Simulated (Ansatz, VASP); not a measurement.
**Nb in VASP and in Ansatz**

```
Nb
1.0
     0.00000    2.10184    2.10184
     2.10184    0.00000    2.10184
     2.10184    2.10184    0.00000
Nb
1
Cartesian
  0.0000 0.0000 0.0000
```

Alike in both runs: task single point; functional PBE; k mesh 18 × 18 × 18; occupations gaussian, width 0.1 eV; no spin polarisation.

|  | VASP | Ansatz |
| --- | --- | --- |
| version | VASP 6.6.1 | Ansatz 0.2.0 |
| potentials or method | VASP PAW PBE potentials, release 64 (Nb_sv), cutoff 520 eV | scalar-relativistic, plane waves, PAW |
| valence electrons in the cell | 13 | 13 |

```csv
,VASP,Ansatz,Ansatz less VASP
gap on the k mesh at the Fermi level (eV),none,none,-
pressure (GPa),1.4,1.7,+0.32
```

A gap of «none» marks a metal or a gap that the smearing closes.
